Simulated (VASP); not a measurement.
# AgCl (Pm-3m) in VASP: notebook

AgCl is run at these levels: PBEsol; tasks: single point.

All numbers are computed with VASP 6.6.1; they aren't measurements. Logs are shortened: lines on timing, memory, paths and dates and some standing lists are left out, and cuts for length are marked.

## Step 1: The cell of the first run

Symmetry: Pm-3m, No. 221, cubic system. Conventional cell: a = 3.422 Å, b = 3.422 Å, c = 3.422 Å, α = 90.00°, β = 90.00°, γ = 90.00°. Within 3.9 Å of Ag (site symmetry m-3m) lie 8 Cl at 2.96 Å and 6 Ag at 3.42 Å. Within 3.9 Å of Cl (site symmetry m-3m) lie 8 Ag at 2.96 Å and 6 Cl at 3.42 Å.

## Step 2: Single point, PBEsol (volume scaled by 0.99)

INCAR reads:

```
SYSTEM = AgCl
  PREC = Accurate
  ENCUT = 520
  EDIFF = 1E-6
  ISMEAR = -1
  SIGMA = 0.01
  LREAL = .FALSE.
  LASPH = .TRUE.
  NELM = 80
  ALGO = Normal
  ISIF = 2
  LWAVE = .FALSE.
  LCHARG = .FALSE.
  GGA = PS
  NBANDS = 16
```

KPOINTS reads:

```
Automatic mesh
0
G
  9 9 9
  0 0 0
```

POSCAR reads:

```
AgCl
1.0
    3.4224880547      0.0000000000      0.0000000000
    0.0000000000      3.4224880547      0.0000000000
    0.0000000000      0.0000000000      3.4224880547
Ag Cl
1 1
Direct
    0.0000000000      0.0000000000      0.0000000000
    0.5000000000      0.5000000000      0.5000000000
```

Potentials or basis: VASP PAW PBE potentials, release 64 (Ag, Cl).

Command:

```sh
$ cat potpaw_PBE.64/Ag/POTCAR potpaw_PBE.64/Cl/POTCAR > POTCAR
$ mpirun -np 1 vasp_std > vasp.out
```

OUTCAR:

```text
SYSTEM = AgCl
   PREC = Accurate
   ENCUT = 520
   EDIFF = 1E-6
   ISMEAR = -1
   LREAL = .FALSE.
   LASPH = .TRUE.
   NELM = 80
   ISIF = 2
   GGA = PS

 ion  position               nearest neighbor table
   1  0.000  0.000  0.000-   2 2.96   2 2.96   2 2.96   2 2.96   2 2.96   2 2.96   2 2.96   2 2.96

   2  0.500  0.500  0.500-   1 2.96   1 2.96   1 2.96   1 2.96   1 2.96   1 2.96   1 2.96   1 2.96

  LATTYP: Found a simple cubic cell.
 ALAT       =     3.4224880547

  Lattice vectors:

 A1 = (   3.4224880547,   0.0000000000,   0.0000000000)
 A2 = (   0.0000000000,   3.4224880547,   0.0000000000)
 A3 = (   0.0000000000,   0.0000000000,   3.4224880547)

Analysis of symmetry for initial positions (statically):
=====================================================================
 Subroutine PRICEL returns:
 Original cell was already a primitive cell.

 Routine SETGRP: Setting up the symmetry group for a
 simple cubic supercell.

 Subroutine GETGRP returns: Found 48 space group operations
 (whereof 48 operations were pure point group operations)
 out of a pool of 48 trial point group operations.

The static configuration has the point symmetry O_h .

Analysis of symmetry for dynamics (positions and initial velocities):
=====================================================================
 Subroutine PRICEL returns:
 Original cell was already a primitive cell.

 Routine SETGRP: Setting up the symmetry group for a
 simple cubic supercell.

 Subroutine GETGRP returns: Found 48 space group operations
 (whereof 48 operations were pure point group operations)
 out of a pool of 48 trial point group operations.

The dynamic configuration has the point symmetry O_h .

 Subroutine INISYM returns: Found 48 space group operations
 (whereof 48 operations are pure point group operations),
 and found     1 'primitive' translations

----------------------------------------------------------------------------------------

                                     Primitive cell

  volume of cell :      40.0891

  direct lattice vectors                    reciprocal lattice vectors
     3.422488055  0.000000000  0.000000000     0.292185096  0.000000000  0.000000000
     0.000000000  3.422488055  0.000000000     0.000000000  0.292185096  0.000000000
     0.000000000  0.000000000  3.422488055     0.000000000  0.000000000  0.292185096

  length of vectors
     3.422488055  3.422488055  3.422488055     0.292185096  0.292185096  0.292185096

  position of ions in fractional coordinates (direct lattice)
     0.000000000  0.000000000  0.000000000
     0.500000000  0.500000000  0.500000000

  ion indices of the primitive-cell ions
   primitive index   ion index
                 1           1
                 2           2

----------------------------------------------------------------------------------------

 KPOINTS: Automatic mesh

Automatic generation of k-mesh.
 Grid dimensions read from file:
 generate k-points for:    9    9    9

 Generating k-lattice:

  Cartesian coordinates                     Fractional coordinates (reciprocal lattice)
     0.032465011  0.000000000  0.000000000     0.111111111  0.000000000  0.000000000
     0.000000000  0.032465011  0.000000000     0.000000000  0.111111111  0.000000000
     0.000000000  0.000000000  0.032465011     0.000000000  0.000000000  0.111111111

  Length of vectors
     0.032465011  0.032465011  0.032465011

  Shift w.r.t. Gamma in fractional coordinates (k-lattice)
     0.000000000  0.000000000  0.000000000

 Subroutine IBZKPT returns following result:
 ===========================================

 Found     35 irreducible k-points:

 Following reciprocal coordinates:
            Coordinates               Weight
  0.000000  0.000000  0.000000      1.000000
  0.111111  0.000000  0.000000      6.000000
  0.222222  0.000000  0.000000      6.000000
  0.333333  0.000000  0.000000      6.000000
  0.444444  0.000000  0.000000      6.000000
  0.111111  0.111111  0.000000     12.000000
[... 16 lines left out ...]
  0.333333  0.333333  0.111111     24.000000
  0.444444  0.333333  0.111111     48.000000
 [... further k-points ...]
   k-points           NKPTS =     35   k-points in BZ     NKDIM =     35   number of bands    NBANDS=     16
   number of dos      NEDOS =    301   number of ions     NIONS =      2
   total plane-waves  NPLWV =  21952
   dimension x,y,z NGX =    28 NGY =   28 NGZ =   28
   dimension x,y,z NGXF=    56 NGYF=   56 NGZF=   56
   ions per type =               1   1
   NGX,Y,Z   is equivalent  to a cutoff of  13.60, 13.60, 13.60 a.u.
   NGXF,Y,Z  is equivalent  to a cutoff of  27.20, 27.20, 27.20 a.u.
 SYSTEM =  AgCl
   PREC   = accura    normal or accurate (medium, high low for compatibility)
   ISTART =      0    job   : 0-new  1-cont  2-samecut
   ICHARG =      2    charge: 1-file 2-atom 10-const
   ISPIN  =      1    spin polarized calculation?
   LNONCOLLINEAR =      F non collinear calculations
   LSORBIT =      F    spin-orbit coupling
   LASPH  =      T    aspherical Exc in radial PAW
   ENCUT  =  520.0 eV  38.22 Ry    6.18 a.u.   6.36  6.36  6.36*2*pi/ulx,y,z
   NELM   =     80;   NELMIN=  2; NELMDL= -5     # of ELM steps
   EDIFF  = 0.1E-05   stopping-criterion for ELM
   LREAL  =      F    real-space projection
   EDIFFG = 0.1E-04   stopping-criterion for IOM
   NSW    =      0    number of steps for IOM
   IBRION =     -1    ionic relax: 0-MD 1-quasi-New 2-CG
   NFREE  =      0    steps in history (QN), initial steepest desc. (CG)
   ISIF   =      2    stress and relaxation
   ISYM   =      2    0-nonsym 1-usesym 2-fastsym
   POTIM  = 0.5000    time-step for ionic-motion
   TEBEG  =    0.0;   TEEND  =   0.0 temperature during run
   PSTRESS=    0.0 pullay stress
   NELECT =      18.0000    total number of electrons
   NUPDOWN=      -1.0000    fix difference up-down
   EMIN   =  10.00;   EMAX   =-10.00  energy-range for DOS
   EFERMI =   0.00;   METHOD = LEGACY
   ISMEAR =    -1;   SIGMA  =   0.01  broadening in eV -4-tet -1-fermi 0-gaus
   EFERMI_NEDOS =   21; number of points for ismear=-14 and -15
   IALGO  =     38    algorithm
   IMIX   =      4    mixing-type and parameters
     AMIX     =   0.40;   BMIX     =  1.00
     AMIX_MAG =   1.60;   BMIX_MAG =  1.00
  volume/ion in A,a.u.               =      20.04       135.27
  Fermi-wavevector in a.u.,A,eV,Ry     =   1.253594  2.368950 21.381542  1.571499
  Thomas-Fermi vector in A             =   2.387440
   LORBIT       =      0    0 simple, 1 ext, 2 COOP (PROOUT), +10 PAW based schemes
   GGA     = PS    functional components
   LHFCALC =     F    Hartree Fock is set to
   AEXX    =    0.0000 exact exchange contribution
   IVDW    =     0    specifies the selected vdW correction
   LEPSILON=     F    determine dielectric tensor
   LRPA    =     F    only Hartree local field effects (RPA)
 non-spin polarized calculation
  energy-cutoff  :      520.00
  volume of cell :       40.09
 maximum number of plane-waves:      1091
 NGX is ok and might be reduce to    28
   NGX = 13   NGY = 13   NGZ = 13

 number of electron      18.0000004 magnetization

 Free energy of the ion-electron system (eV)
  ---------------------------------------------------
  ext. energy  EPLUGINS =         0.00000000
  ---------------------------------------------------
  free energy    TOTEN  =        -5.77588343 eV

  energy without entropy =       -5.77588343  energy(sigma->0) =       -5.77588343

 E-fermi :   4.1318     XC(G=0): -10.6709

 val. band max:        3.8833202056   @ k =   0.4444   0.0000   0.0000
 cond. band min:       4.3279742675   @ k =   0.0000   0.0000   0.0000
 fundamental gap:      0.4446540619
 Fermi energy:         4.1317933406

 k-point     1 :       0.0000    0.0000    0.0000
  band No.  band energies     occupation
      1     -10.7200      2.00000
      2       1.1173      2.00000
      3       1.1173      2.00000
      4       2.0956      2.00000
      5       2.0956      2.00000
      6       2.0956      2.00000
[... 8 lines left out ...]
     15      17.4855      0.00000
     16      20.3224      0.00000

 k-point     2 :       0.1111    0.0000    0.0000
  band No.  band energies     occupation
      1     -10.6681      2.00000
      2       0.9527      2.00000
      3       1.1349      2.00000
      4       1.7613      2.00000
      5       1.7613      2.00000
      6       1.9535      2.00000
[... 8 lines left out ...]
     15      17.1508      0.00000
     16      20.2714      0.00000

 k-point     3 :       0.2222    0.0000    0.0000
  band No.  band energies     occupation
      1     -10.5308      2.00000
      2       0.1550      2.00000
      3       1.1801      2.00000
      4       1.4020      2.00000
      5       1.4020      2.00000
      6       1.9338      2.00000
[... 8 lines left out ...]
     15      17.3217      0.00000
     16      20.1440      0.00000

 k-point     4 :       0.3333    0.0000    0.0000
  band No.  band energies     occupation
      1     -10.3636      2.00000
      2      -0.7004      2.00000
      3       1.1432      2.00000
      4       1.1432      2.00000
      5       1.2324      2.00000
      6       2.1347      2.00000
[... 8 lines left out ...]
     15      18.8990      0.00000
     16      20.0013      0.00000
[... 324 lines left out ...]
 k-point    22 :       0.4444    0.2222    0.1111
  band No.  band energies     occupation
      1     -10.0832      2.00000
      2      -0.6628      2.00000
      3       0.5839      2.00000
      4       1.4109      2.00000
      5       1.4899      2.00000
      6       1.9413      2.00000
[... 8 lines left out ...]
     15      17.9403      0.00000
     16      21.2951      0.00000

 k-point    23 :       0.3333    0.3333    0.1111
  band No.  band energies     occupation
      1     -10.0572      2.00000
      2      -0.1203      2.00000
      3       0.3270      2.00000
      4       1.3061      2.00000
      5       1.6008      2.00000
      6       1.9191      2.00000
[... 8 lines left out ...]
     15      17.7023      0.00000
     16      20.5546      0.00000

 k-point    24 :       0.4444    0.3333    0.1111
  band No.  band energies     occupation
      1      -9.9725      2.00000
      2      -0.2651      2.00000
      3       0.3101      2.00000
      4       1.4715      2.00000
      5       1.6410      2.00000
      6       1.8242      2.00000
[... 8 lines left out ...]
     15      17.9103      0.00000
     16      19.8434      0.00000

 [... further k-points ...]
[... 5 lines left out ...]
  --------------------------------------------------------------------------------------
  -------------------------------------------------------------------------------------
  Total       -1.0764484     -1.0764484     -1.0764484     -0.0000000      0.0000000     -0.0000000
  in kB      -43.0207490    -43.0207490    -43.0207490     -0.0000000      0.0000000     -0.0000000
  external PRESSURE =     -43.0207490 kB  Pullay stress =       0.0000000 kB

 VOLUME and BASIS-vectors are now :
 -----------------------------------------------------------------------------
  energy-cutoff  :      520.00
  volume of cell :       40.09
      direct lattice vectors                 reciprocal lattice vectors
     3.422488055  0.000000000  0.000000000     0.292185096  0.000000000  0.000000000
     0.000000000  3.422488055  0.000000000     0.000000000  0.292185096  0.000000000
     0.000000000  0.000000000  3.422488055     0.000000000  0.000000000  0.292185096

 POSITION                                       TOTAL-FORCE (eV/Angst)
 -----------------------------------------------------------------------------------
      0.00000      0.00000      0.00000         0.000000      0.000000      0.000000
      1.71124      1.71124      1.71124         0.000000      0.000000      0.000000
 -----------------------------------------------------------------------------------
    total drift:                               -0.000000      0.000000      0.000000

  FREE ENERGIE OF THE ION-ELECTRON SYSTEM (eV)
  ---------------------------------------------------
  free  energy   TOTEN  =        -5.7758834304 eV

  energy  without entropy=       -5.7758834304  energy(sigma->0) =       -5.77588343
```

It took 14 s on 1 thread of AMD EPYC 7R43 (Zen 3), shared host; peak memory 0.13 GiB.

What came out:

| Quantity | Value |
| --- | --- |
| Free energy | -5.7759 eV |
| Pressure | -4.3 GPa |
| Band gap on the k mesh | 0.44 eV, indirect (least direct gap 1.97 eV) |

Levels at points of the mesh, in eV from the valence-band top:
```csv
k point,band 5,band 6,band 7,band 8,band 9,band 10,band 11,band 12,band 13,band 14
"(0.00, 0.00, 0.00)",-1.79,-1.79,-1.52,-1.52,-1.52,0.44,9.32,9.32,13.60,13.60
```

Caveat: the PAW data sets were made with another functional, which shifts forces and pressure a little. A k mesh can miss the band edges.

(Part 1 of 2 ends here.)
